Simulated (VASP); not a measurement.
Zr, 2 atoms in the cell. Symmetry: P6_3/mmc, No. 194, hexagonal system. The conventional cell has a = 3.232 Å, b = 3.232 Å, c = 5.147 Å, α = 90.00°, β = 90.00°, γ = 120.00°. Zr (site symmetry -6m2) has 12 Zr at 3.18 to 3.23 Å within 4.2 Å. 

* Program: VASP 6.6.1
* Task: single point
* Functional: PBE
* Potentials or basis: VASP PAW PBE potentials, release 64 (Zr_sv)
* Cutoff: 520 eV
* k mesh: 9 × 9 × 5
* Occupations: gaussian, width 0.017 eV
* Spin: no spin polarisation
* Dipole correction: no
* Further INCAR settings: ALGO = Normal; EDIFF = 1e-06; NBANDS = 19

Potentials or basis: VASP PAW PBE potentials, release 64 (Zr_sv).

Launch:

```console
$ cat potpaw_PBE.64/Zr_sv/POTCAR > POTCAR
$ mpirun -np 1 vasp_std > vasp.out
```

Hardware: 1 thread of Intel(R) Xeon(R) 6975P-C (Granite Rapids) (shared host).

Task: How long does it take, and how much memory?

Result: It took 8.4 s on 1 thread of Intel(R) Xeon(R) 6975P-C (Granite Rapids), with other jobs on the host, peak memory 0.16 GiB. Counts: scf iterations 11, k points 36.
